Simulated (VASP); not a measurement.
Input of a VASP 6.6.1 run:

The input INCAR:

```
  PREC = Accurate
  ENCUT = 600
  EDIFF = 1E-6
  ISMEAR = -1
  SIGMA = 0.1
  LREAL = False
  LASPH = True
  NELM = 100
  ALGO = Normal
  ISIF = 3
  LWAVE = False
  LCHARG = False
  GGA = PS
  IBRION = 2
  NSW = 100
  EDIFFG = -0.002
  PSTRESS = 100.0
```

File KPOINTS:

```
regular mesh
0
Gamma
  16 16 12
```

File POSCAR:

```
MgB2
1.0
    3.0645010570      0.0000000000      0.0000000000
   -1.5322505285      2.6539357653      0.0000000000
    0.0000000000      0.0000000000      3.4965793458
Mg B
1 2
Direct
    0.0000000000      0.0000000000      0.0000000000
    0.3333333333      0.6666666667      0.5000000000
    0.6666666667      0.3333333333      0.5000000000
```

Potentials or basis: VASP PAW PBE potentials, release 64 (Mg, B).

Command:

```sh
$ cat potpaw_PBE.64/Mg/POTCAR potpaw_PBE.64/B/POTCAR > POTCAR
$ mpirun -np 1 vasp_std > vasp.out
```

Problem. Estimate the band gap on the k mesh.

Solution. Zero (bands 4 and 5 overlap by 3.28 eV).

Problem. What does it give for the relaxed volume?

Solution. 8.92 Å³/atom.

Problem. Predict the space group after relaxing (to 0.1 Å).

Solution. P6/mmm (No. 191).

Problem. Estimate the relaxed cell.

Solution. a = 3.017 Å, b = 3.017 Å, c = 3.395 Å, α = 90.00°, β = 90.00°, γ = 120.00°.

The path:
```csv
step,energy change (eV),largest force (eV/Å),pressure (GPa),volume (Å³)
1,0.0000,0.0000,-0.03,28.44
2,0.1102,0.0000,15.99,26.06
3,0.0474,0.0000,10.02,26.84
4,0.0488,0.0000,10.02,26.78
5,0.0498,0.0000,10.02,26.76
6,0.0499,0.0000,10.03,26.76
7,0.0495,0.0000,10.00,26.76
```

Caveat: the cell is relaxed towards a set pressure, so the run minimises the enthalpy, not the energy; the PAW data sets were made with another functional, which shifts forces and pressure a little.
